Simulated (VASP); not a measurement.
# Yb (Fm-3m) in VASP: a series of runs

Runs on Yb. Level: PBE. Tasks: single point, relaxation of cell and atoms.

Everything below comes from runs of VASP 6.6.1. Logs are shortened: lines on timing, memory, paths and dates and some standing lists are left out, and cuts for length are marked.

## Step 1: The cell of the first run

The structure is cubic, space group Fm-3m (No. 225). Conventional cell: a = 3.876 Å, b = 3.876 Å, c = 3.876 Å, α = 90.00°, β = 90.00°, γ = 90.00°. Within 3.6 Å of Yb (site symmetry m-3m) lie 12 Yb at 2.74 Å.

## Step 2: Single point, PBE

INCAR

```
SYSTEM = Yb
  ALGO = Normal
  EDIFF = 1E-7
  ENCUT = 520
  GGA = PE
  ISIF = 2
  ISMEAR = -1
  LASPH = .TRUE.
  LCHARG = .TRUE.
  LELF = .TRUE.
  LREAL = .FALSE.
  LVHAR = .TRUE.
  LWAVE = .FALSE.
  NBANDS = 18
  NELM = 100
  PREC = Accurate
  SIGMA = 0.08
```

KPOINTS

```
k-points
0
G
  17 17 17
  0 0 0
```

POSCAR

```
Yb
1.0
    0.0000000000      1.9377939063      1.9377939063
    1.9377939063      0.0000000000      1.9377939063
    1.9377939063      1.9377939063      0.0000000000
Yb
1
Direct
    0.0000000000      0.0000000000      0.0000000000
```

Potentials or basis: VASP PAW PBE potentials, release 64 (Yb).

Launch:

```console
$ cat potpaw_PBE.64/Yb/POTCAR > POTCAR
$ mpirun -np 1 vasp_std > vasp.out
```

OUTCAR:

```text
SYSTEM = Yb
   EDIFF = 1E-7
   ENCUT = 520
   GGA = PE
   ISIF = 2
   ISMEAR = -1
   LASPH = .TRUE.
   LREAL = .FALSE.
   NELM = 100
   PREC = Accurate

 ion  position               nearest neighbor table
   1  0.000  0.000  0.000-

  LATTYP: Found a face centered cubic cell.
 ALAT       =     3.8755878126

  Lattice vectors:

 A1 = (   0.0000000000,   1.9377939063,   1.9377939063)
 A2 = (   1.9377939063,   0.0000000000,   1.9377939063)
 A3 = (   1.9377939063,   1.9377939063,   0.0000000000)

Analysis of symmetry for initial positions (statically):
=====================================================================
 Subroutine PRICEL returns:
 Original cell was already a primitive cell.

 Routine SETGRP: Setting up the symmetry group for a
 face centered cubic supercell.

 Subroutine GETGRP returns: Found 48 space group operations
 (whereof 48 operations were pure point group operations)
 out of a pool of 48 trial point group operations.

The static configuration has the point symmetry O_h .

Analysis of symmetry for dynamics (positions and initial velocities):
=====================================================================
 Subroutine PRICEL returns:
 Original cell was already a primitive cell.

 Routine SETGRP: Setting up the symmetry group for a
 face centered cubic supercell.

 Subroutine GETGRP returns: Found 48 space group operations
 (whereof 48 operations were pure point group operations)
 out of a pool of 48 trial point group operations.

The dynamic configuration has the point symmetry O_h .

 Subroutine INISYM returns: Found 48 space group operations
 (whereof 48 operations are pure point group operations),
 and found     1 'primitive' translations

----------------------------------------------------------------------------------------

                                     Primitive cell

  volume of cell :      14.5530

  direct lattice vectors                    reciprocal lattice vectors
     0.000000000  1.937793906  1.937793906    -0.258025375  0.258025375  0.258025375
     1.937793906  0.000000000  1.937793906     0.258025375 -0.258025375  0.258025375
     1.937793906  1.937793906  0.000000000     0.258025375  0.258025375 -0.258025375

  length of vectors
     2.740454423  2.740454423  2.740454423     0.446913060  0.446913060  0.446913060

  position of ions in fractional coordinates (direct lattice)
     0.000000000  0.000000000  0.000000000

  ion indices of the primitive-cell ions
   primitive index   ion index
                 1           1

----------------------------------------------------------------------------------------

 KPOINTS: k-points

Automatic generation of k-mesh.
 Grid dimensions read from file:
 generate k-points for:   17   17   17

 Generating k-lattice:

  Cartesian coordinates                     Fractional coordinates (reciprocal lattice)
    -0.015177963  0.015177963  0.015177963     0.058823529  0.000000000  0.000000000
     0.015177963 -0.015177963  0.015177963     0.000000000  0.058823529  0.000000000
     0.015177963  0.015177963 -0.015177963     0.000000000  0.000000000  0.058823529

  Length of vectors
     0.026289004  0.026289004  0.026289004

  Shift w.r.t. Gamma in fractional coordinates (k-lattice)
     0.000000000  0.000000000  0.000000000

 Subroutine IBZKPT returns following result:
 ===========================================

 Found    165 irreducible k-points:

 Following reciprocal coordinates:
            Coordinates               Weight
  0.000000  0.000000  0.000000      1.000000
  0.058824  0.000000  0.000000      8.000000
  0.117647  0.000000  0.000000      8.000000
  0.176471  0.000000  0.000000      8.000000
  0.235294  0.000000  0.000000      8.000000
  0.294118  0.000000  0.000000      8.000000
[... 16 lines left out ...]
 -0.176471  0.058824  0.000000     24.000000
 -0.117647  0.058824  0.000000     24.000000
 [... further k-points ...]
   k-points           NKPTS =    165   k-points in BZ     NKDIM =    165   number of bands    NBANDS=     18
   number of dos      NEDOS =    301   number of ions     NIONS =      1
   total plane-waves  NPLWV =   8000
   dimension x,y,z NGX =    20 NGY =   20 NGZ =   20
   dimension x,y,z NGXF=    40 NGYF=   40 NGZF=   40
   ions per type =               1
   NGX,Y,Z   is equivalent  to a cutoff of  12.13, 12.13, 12.13 a.u.
   NGXF,Y,Z  is equivalent  to a cutoff of  24.27, 24.27, 24.27 a.u.
 SYSTEM =  Yb
   PREC   = accura    normal or accurate (medium, high low for compatibility)
   ISTART =      0    job   : 0-new  1-cont  2-samecut
   ICHARG =      2    charge: 1-file 2-atom 10-const
   ISPIN  =      1    spin polarized calculation?
   LNONCOLLINEAR =      F non collinear calculations
   LSORBIT =      F    spin-orbit coupling
   LASPH  =      T    aspherical Exc in radial PAW
   ENCUT  =  520.0 eV  38.22 Ry    6.18 a.u.   5.10  5.10  5.10*2*pi/ulx,y,z
   NELM   =    100;   NELMIN=  2; NELMDL= -5     # of ELM steps
   EDIFF  = 0.1E-06   stopping-criterion for ELM
   LREAL  =      F    real-space projection
   EDIFFG = 0.1E-05   stopping-criterion for IOM
   NSW    =      0    number of steps for IOM
   IBRION =     -1    ionic relax: 0-MD 1-quasi-New 2-CG
   NFREE  =      0    steps in history (QN), initial steepest desc. (CG)
   ISIF   =      2    stress and relaxation
   ISYM   =      2    0-nonsym 1-usesym 2-fastsym
   POTIM  = 0.5000    time-step for ionic-motion
   TEBEG  =    0.0;   TEEND  =   0.0 temperature during run
   PSTRESS=    0.0 pullay stress
   NELECT =      24.0000    total number of electrons
   NUPDOWN=      -1.0000    fix difference up-down
   EMIN   =  10.00;   EMAX   =-10.00  energy-range for DOS
   EFERMI =   0.00;   METHOD = LEGACY
   ISMEAR =    -1;   SIGMA  =   0.08  broadening in eV -4-tet -1-fermi 0-gaus
   EFERMI_NEDOS =   21; number of points for ismear=-14 and -15
   IALGO  =     38    algorithm
   IMIX   =      4    mixing-type and parameters
     AMIX     =   0.40;   BMIX     =  1.00
     AMIX_MAG =   1.60;   BMIX_MAG =  1.00
  volume/ion in A,a.u.               =      14.55        98.21
  Fermi-wavevector in a.u.,A,eV,Ry     =   1.934169  3.655049 50.899506  3.741008
  Thomas-Fermi vector in A             =   2.965521
   LORBIT       =      0    0 simple, 1 ext, 2 COOP (PROOUT), +10 PAW based schemes
   GGA     = PE    functional components
   LHFCALC =     F    Hartree Fock is set to
   AEXX    =    0.0000 exact exchange contribution
   IVDW    =     0    specifies the selected vdW correction
   LEPSILON=     F    determine dielectric tensor
   LRPA    =     F    only Hartree local field effects (RPA)
 non-spin polarized calculation
  energy-cutoff  :      520.00
  volume of cell :       14.55
 maximum number of plane-waves:       401
   NGX = 11   NGY = 11   NGZ = 11

 number of electron      24.0000008 magnetization

 Free energy of the ion-electron system (eV)
  ---------------------------------------------------
  ext. energy  EPLUGINS =         0.00000000
  ---------------------------------------------------
  free energy    TOTEN  =        -0.90058224 eV

  energy without entropy =       -0.87793306  energy(sigma->0) =       -0.88925765

 E-fermi :   5.3411     XC(G=0): -14.4375

 val. band max:        5.3362833262   @ k =  -0.4706   0.3529   0.1765
 cond. band min:       5.3668665369   @ k =  -0.2941   0.3529   0.0588
 fundamental gap:      0.0305832107
 Fermi energy:         5.3411456419

 k-point     1 :       0.0000    0.0000    0.0000
  band No.  band energies     occupation
      1     -46.7422      2.00000
      2     -16.7160      2.00000
      3     -16.7160      2.00000
      4     -16.7160      2.00000
      5      -0.3999      2.00000
      6       3.6809      2.00000
[... 10 lines left out ...]
     17      14.2234      0.00000
     18      19.9236      0.00000

 k-point     2 :       0.0588    0.0000    0.0000
  band No.  band energies     occupation
      1     -46.7207      2.00000
      2     -16.9059      2.00000
      3     -16.7349      2.00000
      4     -16.7349      2.00000
      5      -0.1415      2.00000
      6       3.6737      2.00000
[... 10 lines left out ...]
     17      14.0583      0.00000
     18      20.3592      0.00000

 k-point     3 :       0.1176    0.0000    0.0000
  band No.  band energies     occupation
      1     -46.6589      2.00000
      2     -17.4238      2.00000
      3     -16.7887      2.00000
      4     -16.7887      2.00000
      5       0.5530      2.00000
      6       3.6635      2.00000
[... 10 lines left out ...]
     17      13.7043      0.00000
     18      21.4005      0.00000

 k-point     4 :       0.1765    0.0000    0.0000
  band No.  band energies     occupation
      1     -46.5639      2.00000
      2     -18.1485      2.00000
      3     -16.8690      2.00000
      4     -16.8690      2.00000
      5       1.4440      2.00000
      6       3.6980      2.00000
[... 10 lines left out ...]
     17      13.5163      0.00000
     18      21.4117      0.00000

 k-point     5 :       0.2353    0.0000    0.0000
  band No.  band energies     occupation
      1     -46.4472      2.00000
      2     -18.9472      2.00000
      3     -16.9641      2.00000
      4     -16.9641      2.00000
      5       2.1394      2.00000
      6       3.8613      2.00000
[... 10 lines left out ...]
     17      13.8758      0.00000
     18      20.5025      0.00000

 k-point     6 :       0.2941    0.0000    0.0000
  band No.  band energies     occupation
      1     -46.3237      2.00000
      2     -19.7087      2.00000
      3     -17.0607      2.00000
      4     -17.0607      2.00000
      5       2.3887      2.00000
      6       3.9185      2.00000
[... 307 lines left out ...]
 k-point    21 :      -0.2941    0.0588    0.0000
  band No.  band energies     occupation
      1     -46.2713      2.00000
      2     -19.9232      2.00000
      3     -17.2784      2.00000
      4     -17.0427      2.00000
      5       2.6031      2.00000
      6       3.8934      2.00000
[... 10 lines left out ...]
     17      16.3988      0.00000
     18      20.0875      0.00000

 k-point    22 :      -0.2353    0.0588    0.0000
  band No.  band energies     occupation
      1     -46.3916      2.00000
      2     -19.2160      2.00000
      3     -17.1819      2.00000
      4     -16.9404      2.00000
      5       2.4727      2.00000
      6       3.9078      2.00000
[... 10 lines left out ...]
     17      15.2183      0.00000
     18      20.7182      0.00000

 k-point    23 :      -0.1765    0.0588    0.0000
  band No.  band energies     occupation
      1     -46.5106      2.00000
      2     -18.4476      2.00000
      3     -17.0685      2.00000
      4     -16.8466      2.00000
      5       1.9196      2.00000
      6       3.7208      2.00000
[... 10 lines left out ...]
     17      14.4187      0.00000
     18      21.5961      0.00000

 k-point    24 :      -0.1176    0.0588    0.0000
  band No.  band energies     occupation
      1     -46.6129      2.00000
      2     -17.7208      2.00000
      3     -16.9500      2.00000
      4     -16.7746      2.00000
      5       1.0447      2.00000
      6       3.6578      2.00000
[... 10 lines left out ...]
     17      14.1363      0.00000
     18      22.0758      0.00000

 [... further k-points ...]

------------------------ aborting loop because EDIFF is reached ----------------------------------------

  FORCE on cell =-STRESS in cart. coord.  units (eV):
  Direction    XX          YY          ZZ          XY          YZ          ZX
  --------------------------------------------------------------------------------------
  -------------------------------------------------------------------------------------
  Total        7.7309616      7.7309616      7.7309616     -0.0000000     -0.0000000      0.0000000
  in kB      851.1210791    851.1210791    851.1210791     -0.0000000     -0.0000000      0.0000000
  external PRESSURE =     851.1210791 kB  Pullay stress =       0.0000000 kB

 VOLUME and BASIS-vectors are now :
 -----------------------------------------------------------------------------
  energy-cutoff  :      520.00
  volume of cell :       14.55
      direct lattice vectors                 reciprocal lattice vectors
     0.000000000  1.937793906  1.937793906    -0.258025375  0.258025375  0.258025375
     1.937793906  0.000000000  1.937793906     0.258025375 -0.258025375  0.258025375
     1.937793906  1.937793906  0.000000000     0.258025375  0.258025375 -0.258025375

 POSITION                                       TOTAL-FORCE (eV/Angst)
 -----------------------------------------------------------------------------------
      0.00000      0.00000      0.00000         0.000000      0.000000      0.000000
 -----------------------------------------------------------------------------------
    total drift:                                0.000000      0.000000      0.000000

  FREE ENERGIE OF THE ION-ELECTRON SYSTEM (eV)
  ---------------------------------------------------
  free  energy   TOTEN  =        -0.9005822392 eV

  energy  without entropy=       -0.8779330558  energy(sigma->0) =       -0.88925765
```

Run time: 37 s. Hardware: 1 thread of Intel Xeon 6975P-C (Granite Rapids), shared host; peak memory 0.17 GiB.

What came out:

- Free energy: -0.9006 eV
- Pressure: 85.1 GPa
- Band gap on the k mesh: zero (band 12 reaches 6.14 eV, above the bottom of band 13 at 4.56 eV)

Levels at points of the mesh, in eV from the Fermi level:
```csv
k point,band 9,band 10,band 11,band 12,band 13,band 14,band 15,band 16
"(0.00, 0.00, 0.00)",-1.18,-0.62,-0.62,-0.62,3.57,3.57,3.57,8.88
```

Caveat: spin-orbit coupling is left out, which moves the levels of the heavy elements.

## Step 3: Single point, PBE

INCAR

```
PREC     = Accurate       # precision mode
ENCUT    = 520            # plane-wave cutoff, eV
EDIFF    = 1E-7           # SCF threshold, eV
ISMEAR   = -1             # smearing method
SIGMA    = 0.08           # smearing width, eV
LREAL    = False          # projectors in reciprocal space
LASPH    = True           # aspherical terms in the spheres
NELM     = 80             # most SCF steps
ALGO     = Normal         # electronic algorithm
ISIF     = 2              # what is computed and relaxed
LWAVE    = False          # write WAVECAR
LCHARG   = False          # write CHGCAR
GGA      = PE             # functional
NBANDS   = 18             # bands
```

KPOINTS

```
Automatic mesh
0
Gamma
  17 17 17
```

POSCAR is that of step 2.

Potentials or basis: VASP PAW PBE potentials, release 64 (Yb).

Launch:

```console
$ cat potpaw_PBE.64/Yb/POTCAR > POTCAR
$ mpirun -np 1 vasp_std > vasp.out
```

OUTCAR:

```text
PREC = Accurate
   ENCUT = 520
   EDIFF = 1E-7
   ISMEAR = -1
   LREAL = False
   LASPH = True
   NELM = 80
   ISIF = 2
   GGA = PE

 ion  position               nearest neighbor table
   1  0.000  0.000  0.000-

  LATTYP: Found a face centered cubic cell.
 ALAT       =     3.8755878126

  Lattice vectors:

 A1 = (   0.0000000000,   1.9377939063,   1.9377939063)
 A2 = (   1.9377939063,   0.0000000000,   1.9377939063)
 A3 = (   1.9377939063,   1.9377939063,   0.0000000000)

Analysis of symmetry for initial positions (statically):
=====================================================================
 Subroutine PRICEL returns:
 Original cell was already a primitive cell.

 Routine SETGRP: Setting up the symmetry group for a
 face centered cubic supercell.

 Subroutine GETGRP returns: Found 48 space group operations
 (whereof 48 operations were pure point group operations)
 out of a pool of 48 trial point group operations.

The static configuration has the point symmetry O_h .

[... 143 lines left out ...]
  volume of cell :       14.55
 maximum number of plane-waves:       401
   NGX = 11   NGY = 11   NGZ = 11

 number of electron      24.0000008 magnetization

 Free energy of the ion-electron system (eV)
  ---------------------------------------------------
  ext. energy  EPLUGINS =         0.00000000
  ---------------------------------------------------
  free energy    TOTEN  =        -0.90058224 eV

  energy without entropy =       -0.87793306  energy(sigma->0) =       -0.88925765

 E-fermi :   5.3411     XC(G=0): -14.4375

 val. band max:        5.3362833262   @ k =  -0.4706   0.3529   0.1765
 cond. band min:       5.3668665369   @ k =  -0.2941   0.3529   0.0588
 fundamental gap:      0.0305832107
 Fermi energy:         5.3411456419

 k-point     1 :       0.0000    0.0000    0.0000
  band No.  band energies     occupation
      1     -46.7422      2.00000
      2     -16.7160      2.00000
      3     -16.7160      2.00000
      4     -16.7160      2.00000
      5      -0.3999      2.00000
      6       3.6809      2.00000
[... 481 lines left out ...]
      5       1.0447      2.00000
      6       3.6578      2.00000
[... 10 lines left out ...]
     17      14.1363      0.00000
     18      22.0758      0.00000

 [... further k-points ...]
[... 5 lines left out ...]
  --------------------------------------------------------------------------------------
  -------------------------------------------------------------------------------------
  Total        7.7309616      7.7309616      7.7309616     -0.0000000     -0.0000000      0.0000000
  in kB      851.1210791    851.1210791    851.1210791     -0.0000000     -0.0000000      0.0000000
  external PRESSURE =     851.1210791 kB  Pullay stress =       0.0000000 kB

 VOLUME and BASIS-vectors are now :
 -----------------------------------------------------------------------------
  energy-cutoff  :      520.00
  volume of cell :       14.55
      direct lattice vectors                 reciprocal lattice vectors
     0.000000000  1.937793906  1.937793906    -0.258025375  0.258025375  0.258025375
     1.937793906  0.000000000  1.937793906     0.258025375 -0.258025375  0.258025375
     1.937793906  1.937793906  0.000000000     0.258025375  0.258025375 -0.258025375

 POSITION                                       TOTAL-FORCE (eV/Angst)
 -----------------------------------------------------------------------------------
      0.00000      0.00000      0.00000         0.000000      0.000000      0.000000
 -----------------------------------------------------------------------------------
    total drift:                                0.000000      0.000000      0.000000

  FREE ENERGIE OF THE ION-ELECTRON SYSTEM (eV)
  ---------------------------------------------------
  free  energy   TOTEN  =        -0.9005822392 eV

  energy  without entropy=       -0.8779330558  energy(sigma->0) =       -0.88925765
```

OSZICAR:

```text
N       E                     dE             d eps       ncg     rms          rms(c)
DAV:   1     0.988215427969E+02    0.98822E+02   -0.86201E+03  7462   0.916E+03
DAV:   2     0.121219074979E+02   -0.86700E+02   -0.82920E+02  6988   0.595E+02
DAV:   3     0.595729080605E+00   -0.11526E+02   -0.11124E+02  7970   0.129E+02
[... 14 lines left out ...]
DAV:  18    -0.900579276537E+00    0.69575E-04   -0.24186E-04 11082   0.597E-01    0.440E-01
DAV:  19    -0.900577472569E+00    0.18040E-05   -0.61332E-05 11534   0.291E-01    0.597E-02
DAV:  20    -0.900581867864E+00   -0.43953E-05   -0.34331E-05  9804   0.366E-02    0.657E-02
DAV:  21    -0.900582242763E+00   -0.37490E-06   -0.17140E-06 10968   0.539E-02    0.200E-02
DAV:  22    -0.900582239170E+00    0.35934E-08   -0.54031E-07  7528   0.322E-02
   1 F= -.90058224E+00 E0= -.88925765E+00  d E =-.226492E-01
```

It took 40 s on 1 thread of Intel Xeon 6975P-C (Granite Rapids), shared host; peak memory 0.17 GiB.

Results:

```yaml
Free_energy: -0.9006 eV
Pressure: 85.1 GPa
Band_gap_on_the_k_mesh: zero (band 12 reaches 6.14 eV, above the bottom of band 13 at 4.56 eV)
```

Caveat: spin-orbit coupling is left out, which moves the levels of the heavy elements.

[end of part 1 of 2]
